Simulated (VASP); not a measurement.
Input of a VASP 6.6.1 run:

INCAR

```
PREC = Accurate ; ENCUT = 520
EDIFF = 1E-7 ; ISMEAR = 0
SIGMA = 0.15 ; LREAL = F
LASPH = T ; NELM = 60
ALGO = Fast ; ISIF = 2
LWAVE = F ; LCHARG = F
GGA = PS ; NBANDS = 12
```

File KPOINTS:

```
regular mesh
0
Gamma
  28 28 28
```

File POSCAR:

```
Au
1.0
    0.0000000000      1.8709434677      2.4322265081
    1.8709434677      0.0000000000      2.4322265081
    1.8709434677      1.8709434677      0.0000000000
Au
1
Direct
    0.0000000000      0.0000000000      0.0000000000
```

Potentials or basis: VASP PAW PBE potentials, release 64 (Au).

Run with:

```sh
$ cat potpaw_PBE.64/Au/POTCAR > POTCAR
$ mpirun -np 1 vasp_std > vasp.out
```

Task: Estimate the pressure.

Result: 6.6 GPa.

Task: What does it give for the band gap on the k mesh?

Result: Zero (an odd number of electrons rules out a gap without spin polarisation).

Stress tensor (GPa, compression positive):
```
14.21  0.00  0.00
 0.00 14.21  0.00
 0.00  0.00 -8.65
```

Caveat: the cell stands under pressure; the PAW data sets were made with another functional, which shifts forces and pressure a little; spin-orbit coupling is left out, which moves the levels of the heavy elements.
